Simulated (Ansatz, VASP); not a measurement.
ZnSnN2: VASP beside Ansatz

The input POSCAR:

```
ZnSnN2
1.0
    3.4483511008      0.0000000000      0.0000000000
    0.0000000000      3.4483511008      0.0000000000
    0.0000000000      0.0000000000      4.7918137406
Zn N Sn
1 2 1
Direct
    0.0000000000      0.0000000000      0.0000000000
    0.0000000000      0.5000000000      0.2448435878
    0.5000000000      0.0000000000      0.7551564122
    0.5000000000      0.5000000000      0.5000000000
```

Contents of INCAR.step1:

```
  PREC = Accurate
  ENCUT = 520
  ISMEAR = -1
  SIGMA = 0.02
  LREAL = F
  LASPH = T
  NELM = 80
  NBANDS = 26
  GGA = PE
  ALGO = Normal
  EDIFF = 1E-4
  LWAVE = T
  LCHARG = F
```

The input INCAR.step2:

```
  PREC = Accurate
  ENCUT = 520
  EDIFF = 1E-6
  ISMEAR = -1
  SIGMA = 0.02
  LREAL = F
  LASPH = T
  NELM = 80
  ALGO = Normal
  ISIF = 2
  LWAVE = F
  LCHARG = T
  METAGGA = R2SCAN
  LMIXTAU = T
  LELF = T
  LVHAR = T
  NBANDS = 26
  ISTART = 1
```

File KPOINTS:

```
Automatic mesh
0
Gamma
  6 6 4
```

Input for Ansatz:

```yaml
crystal:
  lattice:
    - [3.4483511008, 0.0, 0.0]
    - [0.0, 3.4483511008, 0.0]
    - [0.0, 0.0, 4.7918137406]
  atoms:
    - { symbol: Zn, position: [0.0, 0.0, 0.0] }
    - { symbol: "N", position: [0.0, 0.5, 0.2448435878] }
    - { symbol: Sn, position: [0.5, 0.5, 0.5] }
    - { symbol: "N", position: [0.5, 0.0, 0.7551564122] }
kpoints:
  mp_grid: { grid: [6, 6, 4] }
hamiltonian:
  xc: r2scan
scf:
  occupations: { method: fermi_dirac, width: 0.02 }
  n_extra_bands: 5
output:
  forces: true
  stress: true
  eigenvalues: true
```

Alike in both runs: task single point; functional r2SCAN; k mesh 6 × 6 × 4; occupations fermi-dirac, width 0.02 eV; no spin polarisation.

|  | VASP | Ansatz |
| --- | --- | --- |
| version | VASP 6.6.1 | Ansatz 0.2.0 |
| potentials or method | VASP PAW PBE potentials, release 64 (Zn, N, Sn_d) | plane waves, PAW |
| plane-wave cutoff (eV) | 520 | 500 |
| valence electrons in the cell | 36 | 36 |

|  | VASP | Ansatz | Ansatz less VASP |
| --- | --- | --- | --- |
| pressure (GPa) | -7.7 | -8.1 | -0.41 |
| rms of the force components (eV/Å) | 0.073 | 0.077 | +0.0041 |

VASP's potentials were made for PBE, not for r2SCAN.
